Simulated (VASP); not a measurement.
# Ge (P6_3/mmc) in VASP: single point with PBE

Aim: the single point of Ge with PBE.

Everything below comes from runs of VASP 6.6.1. Logs are shortened: lines on timing, memory, paths and dates and some standing lists are left out, and cuts for length are marked.

## 1. The cell of the first run

The structure is hexagonal, space group P6_3/mmc (No. 194). The conventional cell has a = 4.066 Å, b = 4.066 Å, c = 13.336 Å, α = 90.00°, β = 90.00°, γ = 120.00°. Ge (site symmetry 3m) has 4 Ge at 2.49 Å within 3.3 Å. Within 3.3 Å of Ge (site symmetry 3m) lie 4 Ge at 2.49 to 2.51 Å.

This isn't the form of Ge at room conditions, which is diamond.

## 2. Single point, PBE

INCAR

```
SYSTEM = Ge
ALGO = Normal ; EDIFF = 1E-7
ENCUT = 520 ; GGA = PE
ISIF = 2 ; ISMEAR = 0
LASPH = .True. ; LCHARG = .False.
LREAL = .False. ; LWAVE = .False.
NBANDS = 66 ; NELM = 100
PREC = Accurate ; SIGMA = 0.15
```

KPOINTS

```
k-points
0
Gamma
  15 15 4
  0 0 0
```

POSCAR

```
Ge
1.0
    4.0658732115      0.0000000000      0.0000000000
   -2.0329366058      3.5211494898      0.0000000000
    0.0000000000      0.0000000000     13.3363336065
Ge
8
Direct
    0.0000000000      0.0000000000      0.4067747625
    0.0000000000      0.0000000000      0.5932252375
    0.0000000000      0.0000000000      0.9067747625
    0.0000000000      0.0000000000      0.0932252375
    0.3333333333      0.6666666667      0.3442031336
    0.6666666667      0.3333333333      0.6557968664
    0.6666666667      0.3333333333      0.8442031336
    0.3333333333      0.6666666667      0.1557968664
```

Potentials or basis: VASP PAW PBE potentials, release 64 (Ge_d).

Run with:

```
cat potpaw_PBE.64/Ge_d/POTCAR > POTCAR
mpirun -np 1 vasp_std > vasp.out
```

OUTCAR:

```text
SYSTEM = Ge
   EDIFF = 1E-7
   ENCUT = 520
   GGA = PE
   ISIF = 2
   ISMEAR = 0
   LASPH = .True.
   LREAL = .False.
   NELM = 100
   PREC = Accurate

 ion  position               nearest neighbor table
   1  0.000  0.000  0.407-   2 2.49   5 2.49   5 2.49   5 2.49
   2  0.000  0.000  0.593-   1 2.49   6 2.49   6 2.49   6 2.49
   3  0.000  0.000  0.907-   4 2.49   7 2.49   7 2.49   7 2.49
   4  0.000  0.000  0.093-   3 2.49   8 2.49   8 2.49   8 2.49
   5  0.333  0.667  0.344-   1 2.49   1 2.49   1 2.49   8 2.51
   6  0.667  0.333  0.656-   2 2.49   2 2.49   2 2.49   7 2.51
   7  0.667  0.333  0.844-   3 2.49   3 2.49   3 2.49   6 2.51
   8  0.333  0.667  0.156-   4 2.49   4 2.49   4 2.49   5 2.51

  LATTYP: Found a hexagonal cell.
 ALAT       =     4.0658732115
 C/A-ratio  =     3.2800662767

  Lattice vectors:

 A1 = (   4.0658732115,   0.0000000000,   0.0000000000)
 A2 = (  -2.0329366058,   3.5211494898,   0.0000000000)
 A3 = (   0.0000000000,   0.0000000000,  13.3363336065)

Analysis of symmetry for initial positions (statically):
=====================================================================
 Subroutine PRICEL returns:
 Original cell was already a primitive cell.

 Routine SETGRP: Setting up the symmetry group for a
 hexagonal supercell.

 Subroutine GETGRP returns: Found 24 space group operations
 (whereof 12 operations were pure point group operations)
 out of a pool of 24 trial point group operations.

The static configuration has the point symmetry D_3d.
 The point group associated with its full space group is D_6h.

Analysis of symmetry for dynamics (positions and initial velocities):
=====================================================================
 Subroutine PRICEL returns:
 Original cell was already a primitive cell.

 Routine SETGRP: Setting up the symmetry group for a
 hexagonal supercell.

 Subroutine GETGRP returns: Found 24 space group operations
 (whereof 12 operations were pure point group operations)
 out of a pool of 24 trial point group operations.

The dynamic configuration has the point symmetry D_3d.
 The point group associated with its full space group is D_6h.

 Subroutine INISYM returns: Found 24 space group operations
 (whereof 12 operations are pure point group operations),
 and found     1 'primitive' translations

----------------------------------------------------------------------------------------

                                     Primitive cell

  volume of cell :     190.9303

  direct lattice vectors                    reciprocal lattice vectors
     4.065873211  0.000000000  0.000000000     0.245949627  0.141999083  0.000000000
    -2.032936606  3.521149490  0.000000000     0.000000000  0.283998167  0.000000000
     0.000000000  0.000000000 13.336333607     0.000000000  0.000000000  0.074983127

  length of vectors
     4.065873211  4.065873212 13.336333607     0.283998167  0.283998167  0.074983127

  position of ions in fractional coordinates (direct lattice)
     0.000000000  0.000000000  0.406774762
     0.000000000  0.000000000  0.593225238
     0.000000000  0.000000000  0.906774762
     0.000000000  0.000000000  0.093225238
     0.333333333  0.666666667  0.344203134
     0.666666667  0.333333333  0.655796866
     0.666666667  0.333333333  0.844203134
     0.333333333  0.666666667  0.155796866

  ion indices of the primitive-cell ions
   primitive index   ion index
                 1           1
                 2           2
                 3           3
                 4           4
                 5           5
                 6           6
                 7           7
                 8           8

----------------------------------------------------------------------------------------

 KPOINTS: k-points

Automatic generation of k-mesh.
 Grid dimensions read from file:
 generate k-points for:   15   15    4

 Generating k-lattice:

  Cartesian coordinates                     Fractional coordinates (reciprocal lattice)
     0.016396642  0.009466606  0.000000000     0.066666667  0.000000000  0.000000000
     0.000000000  0.018933211  0.000000000     0.000000000  0.066666667  0.000000000
     0.000000000  0.000000000  0.018745782     0.000000000  0.000000000  0.250000000

  Length of vectors
     0.018933211  0.018933211  0.018745782

  Shift w.r.t. Gamma in fractional coordinates (k-lattice)
     0.000000000  0.000000000  0.000000000

 Subroutine IBZKPT returns following result:
 ===========================================

 Found     81 irreducible k-points:

 Following reciprocal coordinates:
            Coordinates               Weight
  0.000000  0.000000  0.000000      1.000000
  0.066667  0.000000  0.000000      6.000000
  0.133333  0.000000  0.000000      6.000000
  0.200000  0.000000  0.000000      6.000000
  0.266667  0.000000  0.000000      6.000000
  0.333333  0.000000  0.000000      6.000000
[... 16 lines left out ...]
  0.333333  0.200000  0.000000     12.000000
  0.400000  0.200000  0.000000      6.000000
 [... further k-points ...]
   k-points           NKPTS =     81   k-points in BZ     NKDIM =     81   number of bands    NBANDS=     66
   number of dos      NEDOS =    301   number of ions     NIONS =      8
   total plane-waves  NPLWV =  90000
   dimension x,y,z NGX =    30 NGY =   30 NGZ =  100
   dimension x,y,z NGXF=    60 NGYF=   60 NGZF=  200
   ions per type =               8
   NGX,Y,Z   is equivalent  to a cutoff of  12.27, 12.27, 12.47 a.u.
   NGXF,Y,Z  is equivalent  to a cutoff of  24.53, 24.53, 24.93 a.u.
 SYSTEM =  Ge
   PREC   = accura    normal or accurate (medium, high low for compatibility)
   ISTART =      0    job   : 0-new  1-cont  2-samecut
   ICHARG =      2    charge: 1-file 2-atom 10-const
   ISPIN  =      1    spin polarized calculation?
   LNONCOLLINEAR =      F non collinear calculations
   LSORBIT =      F    spin-orbit coupling
   LASPH  =      T    aspherical Exc in radial PAW
   ENCUT  =  520.0 eV  38.22 Ry    6.18 a.u.   7.56  7.56 24.80*2*pi/ulx,y,z
   NELM   =    100;   NELMIN=  2; NELMDL= -5     # of ELM steps
   EDIFF  = 0.1E-06   stopping-criterion for ELM
   LREAL  =      F    real-space projection
   EDIFFG = 0.1E-05   stopping-criterion for IOM
   NSW    =      0    number of steps for IOM
   IBRION =     -1    ionic relax: 0-MD 1-quasi-New 2-CG
   NFREE  =      0    steps in history (QN), initial steepest desc. (CG)
   ISIF   =      2    stress and relaxation
   ISYM   =      2    0-nonsym 1-usesym 2-fastsym
   POTIM  = 0.5000    time-step for ionic-motion
   TEBEG  =    0.0;   TEEND  =   0.0 temperature during run
   PSTRESS=    0.0 pullay stress
   NELECT =     112.0000    total number of electrons
   NUPDOWN=      -1.0000    fix difference up-down
   EMIN   =  10.00;   EMAX   =-10.00  energy-range for DOS
   EFERMI =   0.00;   METHOD = LEGACY
   ISMEAR =     0;   SIGMA  =   0.15  broadening in eV -4-tet -1-fermi 0-gaus
   EFERMI_NEDOS =   21; number of points for ismear=-14 and -15
   IALGO  =     38    algorithm
   IMIX   =      4    mixing-type and parameters
     AMIX     =   0.40;   BMIX     =  1.00
     AMIX_MAG =   1.60;   BMIX_MAG =  1.00
  volume/ion in A,a.u.               =      23.87       161.06
  Fermi-wavevector in a.u.,A,eV,Ry     =   1.370427  2.589732 25.552698  1.878070
  Thomas-Fermi vector in A             =   2.496214
   LORBIT       =      0    0 simple, 1 ext, 2 COOP (PROOUT), +10 PAW based schemes
   GGA     = PE    functional components
   LHFCALC =     F    Hartree Fock is set to
   AEXX    =    0.0000 exact exchange contribution
   IVDW    =     0    specifies the selected vdW correction
   LEPSILON=     F    determine dielectric tensor
   LRPA    =     F    only Hartree local field effects (RPA)
 non-spin polarized calculation
 Gauss-broadening in eV      SIGMA  =   0.15
  energy-cutoff  :      520.00
  volume of cell :      190.93
 maximum number of plane-waves:      5188
   NGX = 15   NGY = 15   NGZ = 49

 number of electron     111.9999930 magnetization

 Free energy of the ion-electron system (eV)
  ---------------------------------------------------
  ext. energy  EPLUGINS =         0.00000000
  ---------------------------------------------------
  free energy    TOTEN  =       -36.08212240 eV

  energy without entropy =      -36.08005876  energy(sigma->0) =      -36.08109058

 E-fermi :   4.5475     XC(G=0):  -9.6751

 val. band max:        4.4875055543   @ k =   0.0000   0.0000   0.0000
 cond. band min:       4.5609834218   @ k =   0.0000   0.0000   0.0000
 fundamental gap:      0.0734778675
 Fermi energy:         4.5474553685

 k-point     1 :       0.0000    0.0000    0.0000
  band No.  band energies     occupation
      1     -20.2867      2.00000
      2     -20.2867      2.00000
      3     -20.2787      2.00000
      4     -20.2787      2.00000
      5     -20.2750      2.00000
      6     -20.2750      2.00000
[... 58 lines left out ...]
     65       7.7149      0.00000
     66       8.2077      0.00000

 k-point     2 :       0.0667    0.0000    0.0000
  band No.  band energies     occupation
      1     -20.2902      2.00000
      2     -20.2878      2.00000
      3     -20.2797      2.00000
      4     -20.2795      2.00000
      5     -20.2775      2.00000
      6     -20.2760      2.00000
[... 58 lines left out ...]
     65       7.9032      0.00000
     66       8.0240      0.00000

 k-point     3 :       0.1333    0.0000    0.0000
  band No.  band energies     occupation
      1     -20.2968      2.00000
      2     -20.2902      2.00000
      3     -20.2822      2.00000
      4     -20.2821      2.00000
      5     -20.2816      2.00000
      6     -20.2784      2.00000
[... 1438 lines left out ...]
     65       8.7912      0.00000
     66       9.5654      0.00000

 k-point    24 :       0.4000    0.2000    0.0000
  band No.  band energies     occupation
      1     -20.3064      2.00000
      2     -20.3053      2.00000
      3     -20.3049      2.00000
      4     -20.2976      2.00000
      5     -20.2947      2.00000
      6     -20.2923      2.00000
[... 58 lines left out ...]
     65       8.6434      0.00000
     66       9.6811      0.00000

 [... further k-points ...]
[... 5 lines left out ...]
  --------------------------------------------------------------------------------------
  -------------------------------------------------------------------------------------
  Total       -0.0787947     -0.0787947     -0.0029770      0.0000000      0.0000000      0.0000000
  in kB       -0.6611997     -0.6611997     -0.0249815      0.0000000      0.0000000      0.0000000
  external PRESSURE =      -0.4491270 kB  Pullay stress =       0.0000000 kB

 VOLUME and BASIS-vectors are now :
 -----------------------------------------------------------------------------
  energy-cutoff  :      520.00
  volume of cell :      190.93
      direct lattice vectors                 reciprocal lattice vectors
     4.065873211  0.000000000  0.000000000     0.245949627  0.141999083  0.000000000
    -2.032936606  3.521149490  0.000000000     0.000000000  0.283998167  0.000000000
     0.000000000  0.000000000 13.336333607     0.000000000  0.000000000  0.074983127

 POSITION                                       TOTAL-FORCE (eV/Angst)
 -----------------------------------------------------------------------------------
      0.00000      0.00000      5.42488         0.000000     -0.000000      0.006657
      0.00000      0.00000      7.91145         0.000000     -0.000000     -0.006657
      0.00000      0.00000     12.09305        -0.000000      0.000000      0.006657
      0.00000      0.00000      1.24328         0.000000      0.000000     -0.006657
     -0.00000      2.34743      4.59041         0.000000     -0.000000     -0.003427
      2.03294      1.17372      8.74593        -0.000000      0.000000      0.003427
      2.03294      1.17372     11.25857         0.000000     -0.000000     -0.003427
     -0.00000      2.34743      2.07776        -0.000000      0.000000      0.003427
 -----------------------------------------------------------------------------------
    total drift:                               -0.000000      0.000000     -0.000000

  FREE ENERGIE OF THE ION-ELECTRON SYSTEM (eV)
  ---------------------------------------------------
  free  energy   TOTEN  =       -36.0821223957 eV

  energy  without entropy=      -36.0800587607  energy(sigma->0) =      -36.08109058
```

Wall time 12 min (1 thread of Intel Xeon 6975P-C (Granite Rapids), shared host); peak memory 0.74 GiB.

Results:

- Free energy: -36.0821 eV
- Pressure: 0.0 GPa
- Largest force: 0.007 eV/Å
- Band gap on the k mesh: zero (bands 56 and 57 overlap by 0.02 eV)

Forces on the atoms (eV/Å):
```
Ge   0.000  0.000  0.007
Ge   0.000  0.000 -0.007
Ge   0.000  0.000  0.007
Ge   0.000  0.000 -0.007
Ge   0.000  0.000 -0.003
Ge   0.000  0.000  0.003
Ge   0.000  0.000 -0.003
Ge   0.000  0.000  0.003
```

Caveat: semilocal functionals underestimate gaps, and a narrow one can read as zero.

The gap in the log of VASP goes by the Fermi energy; the results here count the filled bands.